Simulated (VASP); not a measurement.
# Ti8HO16 (a cell with a defect) in VASP: further runs, part 2 of 2

VASP 6.6.1. Earlier steps stand in the parts before.

## (3) Single point, r2SCAN

Contents of POSCAR:

```
Ti8HO16
1.0
    4.5964475549     -4.5964475549      0.0000000000
   -4.5964475549     -4.5964475549      0.0000000000
    0.0000000000      4.5964475549     -5.9081090620
Ti O H
8 16 1
Direct
    0.7300179894      0.2467151836      0.4993751755
    0.5233831377      1.0137178958      1.0112766940
    0.2619643591      0.7523981067      0.4886902001
    0.9805256862      0.4974386992      1.0005776701
    0.1247029558      0.1285940042      0.2499637337
    0.9014518540      0.8826205720      0.7499683830
    0.6245423757      0.6285184898      0.2499840447
    0.3471933947      0.3579580122      0.7499751534
    0.6379710517      0.9297461637      0.2491580613
    0.4395245190      0.6642145623      0.7499817545
    0.1388208485      0.4305728992      0.2508303392
    0.8892149942      0.1840847907      0.7500112055
    0.0523548499      0.2667673910      0.5013773390
    0.8094529048      1.0204188711      1.0026888363
    0.5567793329      0.7677496504      0.4973173259
    0.3009844590      0.5153837289      0.9986230684
    0.1994086132      0.9825895278     -0.0018476301
    0.9512923269      0.7344335489      0.5018592191
    0.6937822957      0.4808626467      0.0029170078
    0.4408510183      0.2279328922      0.4970930579
    0.6127905172      0.3201634429      0.2507453712
    0.3606763835      0.0626886476      0.7500035889
    0.1120657703      0.8194118155      0.2492633404
    0.8287224536      0.5781156564      0.7499910637
    0.5971735139      0.6327198783      0.7499873400
```

Contents of INCAR.step1:

```
  PREC = Accurate
  ENCUT = 520
  ISMEAR = 0
  SIGMA = 0.02
  LREAL = Auto
  LASPH = True
  NELM = 100
  NELECT = 192.0
  NBANDS = 114
  GGA = PE
  ALGO = Normal
  EDIFF = 1E-4
  LWAVE = True
  LCHARG = False
```

Contents of INCAR.step2:

```
  PREC = Accurate
  ENCUT = 520
  EDIFF = 1E-6
  ISMEAR = 0
  SIGMA = 0.02
  LREAL = Auto
  LASPH = True
  NELM = 100
  ALGO = Normal
  ISIF = 2
  LWAVE = False
  LCHARG = False
  METAGGA = R2SCAN
  LMIXTAU = True
  NELECT = 192.0
  NBANDS = 114
  ISTART = 1
```

Contents of KPOINTS:

```
Automatic mesh
0
Gamma
  2 2 2
```

Potentials or basis: VASP PAW PBE potentials, release 64 (Ti_sv, O, H).

The run is started by

```
cat potpaw_PBE.64/Ti_sv/POTCAR potpaw_PBE.64/O/POTCAR potpaw_PBE.64/H/POTCAR > POTCAR
cp INCAR.step1 INCAR
mpirun -np 1 vasp_std > vasp.out
cp INCAR.step2 INCAR
mpirun -np 1 vasp_std > vasp.out
```

OUTCAR:

```text
PREC = Accurate
   ENCUT = 520
   EDIFF = 1E-6
   ISMEAR = 0
   LREAL = Auto
   LASPH = True
   NELM = 100
   ISIF = 2
   METAGGA = R2SCAN
   NELECT = 192.0
   ISTART = 1

 ion  position               nearest neighbor table
   1  0.730  0.247  0.499-  20 1.88  12 1.93   9 1.95  21 1.95  24 2.00  13 2.09   2 2.89
   2  0.523  0.014  0.011-  21 1.87  14 1.89   9 1.93  22 1.95  17 2.07  10 2.12   1 2.89
   3  0.262  0.752  0.489-  23 1.87  15 1.89  11 1.93  22 1.95  18 2.07  10 2.12   4 2.89
   4  0.981  0.497  0.001-  19 1.88  12 1.93  11 1.95  23 1.95  24 2.00  16 2.09   3 2.89
   5  0.125  0.129  0.250-  14 1.92  20 1.93  11 1.96  13 1.97  17 1.98  23 2.01
   6  0.901  0.883  0.750-  18 1.86  17 1.86  12 1.96  24 2.04  15 2.06  14 2.06
[... 1136 lines left out ...]
  in kB      -78.7800660    -25.6608235    -20.9775039      6.8553552     -0.0139371     -0.0162487
  external PRESSURE =     -41.8061311 kB  Pullay stress =       0.0000000 kB

 VOLUME and BASIS-vectors are now :
 -----------------------------------------------------------------------------
  energy-cutoff  :      520.00
  volume of cell :      249.65
      direct lattice vectors                 reciprocal lattice vectors
     4.596447555 -4.596447555  0.000000000     0.108779660 -0.108779660 -0.084629447
    -4.596447555 -4.596447555  0.000000000    -0.108779660 -0.108779660 -0.084629447
     0.000000000  4.596447555 -5.908109062     0.000000000  0.000000000 -0.169258893

 POSITION                                       TOTAL-FORCE (eV/Angst)
 -----------------------------------------------------------------------------------
      2.22148     -2.19415     -2.95036         0.009427     -0.148141     -0.160070
      2.34265     -2.41692     -0.06662        -0.100399      0.063515     -0.035306
     -2.25425     -2.41623     -2.88723        -0.099567      0.071747      0.029679
      2.22048     -6.79073     -0.00341         0.015549     -0.142529      0.153134
     -0.01788     -0.01532     -1.47681        -0.044046     -0.066279      0.006971
      0.08656     -4.75320     -4.43089        -0.000975      0.201761      0.007371
[... 17 lines left out ...]
      1.15190     -3.01916     -4.43103         0.433739     -0.245221      0.001405
     -0.16339     -2.20586     -4.43101        -0.682602      0.377046      0.000899
 -----------------------------------------------------------------------------------
    total drift:                                0.022116      0.012976     -0.006365

  FREE ENERGIE OF THE ION-ELECTRON SYSTEM (eV)
  ---------------------------------------------------
  free  energy   TOTEN  =      -288.9325365517 eV

  energy  without entropy=     -288.9325365517  energy(sigma->0) =     -288.93253655
```

OSZICAR.step1:

```text
N       E                     dE             d eps       ncg     rms          rms(c)
DAV:   1     0.326893219675E+04    0.32689E+04   -0.93815E+04  1832   0.202E+03
DAV:   2     0.475527171510E+03   -0.27934E+04   -0.26759E+04  1824   0.643E+02
DAV:   3    -0.224732621942E+03   -0.70026E+03   -0.67274E+03  2200   0.273E+02
DAV:   4    -0.288359347028E+03   -0.63627E+02   -0.63392E+02  2544   0.915E+01
DAV:   5    -0.292825877390E+03   -0.44665E+01   -0.44648E+01  2886   0.195E+01    0.629E+01
DAV:   6    -0.225796492428E+03    0.67029E+02   -0.44298E+02  2558   0.104E+02    0.240E+01
DAV:   7    -0.224796196355E+03    0.10003E+01   -0.65048E+01  2568   0.321E+01    0.148E+01
DAV:   8    -0.224892424541E+03   -0.96228E-01   -0.14972E+01  2540   0.187E+01    0.756E+00
DAV:   9    -0.224317655812E+03    0.57477E+00   -0.62865E+00  2590   0.120E+01    0.244E+00
DAV:  10    -0.224340262560E+03   -0.22607E-01   -0.36478E-01  2702   0.342E+00    0.114E+00
DAV:  11    -0.224342418340E+03   -0.21558E-02   -0.14485E-01  2630   0.201E+00    0.441E-01
DAV:  12    -0.224341288407E+03    0.11299E-02   -0.30275E-02  2564   0.753E-01    0.147E-01
DAV:  13    -0.224341430784E+03   -0.14238E-03   -0.21345E-03  2470   0.226E-01    0.120E-01
DAV:  14    -0.224341312942E+03    0.11784E-03   -0.10964E-03  2074   0.137E-01    0.468E-02
DAV:  15    -0.224341271087E+03    0.41855E-04   -0.12747E-04  1336   0.703E-02
   1 F= -.22434127E+03 E0= -.22434127E+03  d E =-.178457E-19
```

It took 40 min on 1 thread of Oxide Virtual Turin-like, shared host; peak memory 0.43 GiB.

Results:

| Property | Result |
| --- | --- |
| Free energy | -288.9325 eV |
| Largest force | 0.780 eV/Å |

Forces in eV/Å, atoms in the order of the input:
```
Ti   0.009 -0.148 -0.160
Ti  -0.100  0.064 -0.035
Ti  -0.100  0.072  0.030
Ti   0.016 -0.143  0.153
Ti  -0.044 -0.066  0.007
Ti  -0.001  0.202  0.007
Ti  -0.044 -0.068 -0.001
Ti   0.185  0.000 -0.003
O    0.047  0.016 -0.002
O    0.039  0.007 -0.002
O    0.046  0.015  0.002
O    0.077  0.054  0.001
O   -0.044  0.063  0.068
O    0.074 -0.008  0.069
O    0.074 -0.005 -0.070
O   -0.044  0.060 -0.069
O    0.096 -0.100 -0.061
O    0.099 -0.101  0.061
O   -0.035  0.036  0.059
O   -0.032  0.035 -0.059
O   -0.050 -0.070 -0.049
O    0.031  0.025 -0.001
O   -0.050 -0.072  0.051
O    0.434 -0.245  0.001
H   -0.683  0.377  0.001
```

Caveat: the k points lie up to 0.55 Å⁻¹ apart; the cell carries a net charge on a neutralising background, which shifts energy and pressure; the cell is charged against a uniform background, so pressure and absolute levels hang on convention; the PAW data sets were made with another functional, which shifts forces and pressure a little.

## (4) Single point, r2SCAN

Contents of POSCAR:

```
Ti8HO16
1.0
    4.5964475549     -4.5964475549      0.0000000000
   -4.5964475549     -4.5964475549      0.0000000000
    0.0000000000      4.5964475549     -5.9081090620
Ti O H
8 16 1
Direct
    0.7323288709      0.2493054113      0.5030348913
    0.5221447867      1.0187419899      1.0153356915
    0.2565661029      0.7534143695      0.4846576070
    0.9790707552      0.4964554369      0.9969159232
    0.1235779583      0.1331299002      0.2497990448
    0.9015062515      0.8791350619      0.7500247462
    0.6235171036      0.6331771725      0.2502533356
    0.3469488363      0.3537769356      0.7499936026
    0.6374753065      0.9295491274      0.2494236285
    0.4257579284      0.6651715161      0.7499450253
    0.1380277077      0.4301132769      0.2505339669
    0.8889489297      0.1812665378      0.7499996959
    0.0529235801      0.2618249085      0.4994680987
    0.8089954107      1.0140483323      1.0007132465
    0.5582427319      0.7633685358      0.4992577099
    0.3034143191      0.5123508921      1.0004913481
    0.2013303363      0.9850664623     -0.0012447299
    0.9525790085      0.7363285263      0.5012338075
    0.6940164193      0.4826453576      0.0011831197
    0.4428277366      0.2314042430      0.4987682132
    0.6167078042      0.3212054660      0.2523325119
    0.3629393251      0.0621100470      0.7499914022
    0.1143674611      0.8188532540      0.2476499646
    0.8459992187      0.5734265449      0.7499380857
    0.5760812621      0.6407644759      0.7499231909
```

Contents of INCAR.step1:

```
SYSTEM = Ti8HO16
PREC     = Accurate       ! precision mode
ENCUT    = 520            ! plane-wave cutoff, eV
ISMEAR   = 0              ! smearing method
SIGMA    = 0.02           ! smearing width, eV
LREAL    = Auto         
LASPH    = .TRUE.         ! aspherical terms in the spheres
NELM     = 80             ! most SCF steps
NBANDS   = 114            ! bands
NELECT   = 192.0        
GGA      = PE             ! functional
ALGO     = Normal         ! electronic algorithm
EDIFF    = 1E-4           ! SCF threshold, eV
LWAVE    = .TRUE.         ! write WAVECAR
LCHARG   = .FALSE.        ! write CHGCAR
```

Contents of INCAR.step2:

```
SYSTEM = Ti8HO16
PREC     = Accurate       ! precision mode
ENCUT    = 520            ! plane-wave cutoff, eV
EDIFF    = 1E-6           ! SCF threshold, eV
ISMEAR   = 0              ! smearing method
SIGMA    = 0.02           ! smearing width, eV
LREAL    = Auto         
LASPH    = .TRUE.         ! aspherical terms in the spheres
NELM     = 80             ! most SCF steps
ALGO     = Normal         ! electronic algorithm
ISIF     = 2              ! what is computed and relaxed
LWAVE    = .FALSE.        ! write WAVECAR
LCHARG   = .FALSE.        ! write CHGCAR
METAGGA  = R2SCAN         ! meta-GGA
LMIXTAU  = .TRUE.       
NBANDS   = 114            ! bands
NELECT   = 192.0        
ISTART   = 1
```

Contents of KPOINTS:

```
Automatic mesh
0
G
  2 2 2
  0 0 0
```

Potentials or basis: VASP PAW PBE potentials, release 64 (Ti_sv, O, H).

The run is started by

```
cat potpaw_PBE.64/Ti_sv/POTCAR potpaw_PBE.64/O/POTCAR potpaw_PBE.64/H/POTCAR > POTCAR
cp INCAR.step1 INCAR
mpirun -np 1 vasp_std > vasp.out
cp INCAR.step2 INCAR
mpirun -np 1 vasp_std > vasp.out
```

OUTCAR:

```text
SYSTEM = Ti8HO16
   PREC = Accurate
   ENCUT = 520
   EDIFF = 1E-6
   ISMEAR = 0
   LREAL = Auto
   LASPH = .TRUE.
   NELM = 80
   ISIF = 2
   METAGGA = R2SCAN
   NELECT = 192.0
   ISTART = 1

 ion  position               nearest neighbor table
   1  0.732  0.249  0.503-  20 1.87  12 1.93  24 1.96  21 1.96   9 1.97  13 2.10   2 2.89   4 2.92

   2  0.522  0.019  0.015-  21 1.85  14 1.91   9 1.93  22 1.95  17 2.04  10 2.14   1 2.89
   3  0.257  0.753  0.485-  23 1.85  15 1.92  11 1.93  22 1.95  18 2.04  10 2.14   4 2.89
   4  0.979  0.496  0.997-  19 1.87  12 1.93  24 1.96  23 1.96  11 1.97  16 2.10   3 2.89   1 2.92

   5  0.124  0.133  0.250-  14 1.92  11 1.93  13 1.95  20 1.95  17 1.99  23 2.04
   6  0.902  0.879  0.750-  17 1.86  18 1.86  12 1.97  24 2.02  14 2.05  15 2.05
   7  0.624  0.633  0.250-  15 1.92   9 1.93  16 1.95  19 1.95  18 1.99  21 2.04
   8  0.347  0.354  0.750-  16 1.85  13 1.86  22 1.90  19 2.07  20 2.07  10 2.09
   9  0.637  0.930  0.249-   2 1.93   7 1.93   1 1.97
  10  0.426  0.665  0.750-  25 0.99   8 2.09   3 2.14   2 2.14
  11  0.138  0.430  0.251-   3 1.93   5 1.93   4 1.97
  12  0.889  0.181  0.750-   1 1.93   4 1.93   6 1.97
  13  0.053  0.262  0.499-   8 1.86   5 1.95   1 2.10
[... 235 lines left out ...]
      1     -54.5088      2.00000
      2     -54.5040      2.00000
      3     -54.4798      2.00000
      4     -54.4690      2.00000
      5     -54.4518      2.00000
      6     -54.4310      2.00000
[... 877 lines left out ...]
    107       7.8381      0.00000
    108       7.9037      0.00000
 [bands above 108 left out]

------------------------ aborting loop because EDIFF is reached ----------------------------------------

  FORCE on cell =-STRESS in cart. coord.  units (eV):
  Direction    XX          YY          ZZ          XY          YZ          ZX
  --------------------------------------------------------------------------------------
  -------------------------------------------------------------------------------------
  Total       -9.7719676     -3.4399798     -2.4958405      1.9806723      0.0013177     -0.0090348
  in kB      -62.7147194    -22.0771680    -16.0178523     12.7115961      0.0084570     -0.0579840
  external PRESSURE =     -33.6032466 kB  Pullay stress =       0.0000000 kB

 VOLUME and BASIS-vectors are now :
 -----------------------------------------------------------------------------
  energy-cutoff  :      520.00
  volume of cell :      249.65
      direct lattice vectors                 reciprocal lattice vectors
     4.596447555 -4.596447555  0.000000000     0.108779660 -0.108779660 -0.084629447
    -4.596447555 -4.596447555  0.000000000    -0.108779660 -0.108779660 -0.084629447
     0.000000000  4.596447555 -5.908109062     0.000000000  0.000000000 -0.169258893

 POSITION                                       TOTAL-FORCE (eV/Angst)
 -----------------------------------------------------------------------------------
      2.22019     -2.19986     -2.97198         0.072620     -0.098805     -0.009780
      2.31386     -2.41567     -0.09060        -0.027572      0.091305      0.110903
     -2.28374     -2.41462     -2.86341        -0.017470      0.098978     -0.106408
      2.21832     -2.19991     -5.88989         0.070819     -0.104391      0.002757
     -0.04390     -0.03176     -1.47584         0.035807     -0.011136      0.018742
      0.10283     -4.73718     -4.43123        -0.059139      0.111981      0.008171
[... 17 lines left out ...]
      1.25287     -3.07727     -4.43072         0.090663     -0.100783     -0.002074
     -0.29731     -2.14618     -4.43063        -0.071341     -0.003204      0.000968
 -----------------------------------------------------------------------------------
    total drift:                               -0.001297      0.031226     -0.003958

  FREE ENERGIE OF THE ION-ELECTRON SYSTEM (eV)
  ---------------------------------------------------
  free  energy   TOTEN  =      -289.0750755925 eV

  energy  without entropy=     -289.0750755925  energy(sigma->0) =     -289.07507559
```

OUTCAR.step1:

```text
SYSTEM = Ti8HO16
   PREC = Accurate
   ENCUT = 520
   ISMEAR = 0
   LREAL = Auto
   LASPH = .TRUE.
   NELM = 80
[... 1168 lines left out ...]
      0.10283     -4.73718     -4.43123         0.011652      0.043804      0.008052
[... 17 lines left out ...]
      1.25287     -3.07727     -4.43072         0.044092     -0.128791     -0.001934
     -0.29731     -2.14618     -4.43063         0.214736     -0.222886      0.000815
 -----------------------------------------------------------------------------------
    total drift:                               -0.001631      0.029965     -0.002079

  FREE ENERGIE OF THE ION-ELECTRON SYSTEM (eV)
  ---------------------------------------------------
  free  energy   TOTEN  =      -224.4552746350 eV

  energy  without entropy=     -224.4552746350  energy(sigma->0) =     -224.45527463
```

Run time: 39 min. Hardware: 1 thread of Oxide Virtual Turin-like, shared host; peak memory 0.43 GiB.

Results:

| Quantity | Value |
| --- | --- |
| Free energy | -289.0751 eV |
| Largest force | 0.247 eV/Å |

Forces in eV/Å, atoms in the order of the input:
```
Ti   0.073 -0.099 -0.010
Ti  -0.028  0.091  0.111
Ti  -0.017  0.099 -0.106
Ti   0.071 -0.104  0.003
Ti   0.036 -0.011  0.019
Ti  -0.059  0.112  0.008
Ti   0.034 -0.017 -0.015
Ti   0.099 -0.107 -0.006
O    0.013  0.011 -0.031
O   -0.204  0.140 -0.002
O    0.011  0.011  0.031
O    0.055  0.044  0.000
O   -0.054  0.100  0.054
O    0.058  0.015  0.063
O    0.056  0.018 -0.061
O   -0.054  0.098 -0.055
O    0.062 -0.085 -0.060
O    0.059 -0.081  0.060
O   -0.065  0.033  0.052
O   -0.060  0.031 -0.054
O   -0.066 -0.096 -0.085
O    0.029 -0.004 -0.001
O   -0.067 -0.094  0.086
O    0.091 -0.101 -0.002
H   -0.071 -0.003  0.001
```

Caveat: the k points lie up to 0.55 Å⁻¹ apart; the cell carries a net charge on a neutralising background, which shifts energy and pressure; the cell is charged against a uniform background, so pressure and absolute levels hang on convention; the PAW data sets were made with another functional, which shifts forces and pressure a little.
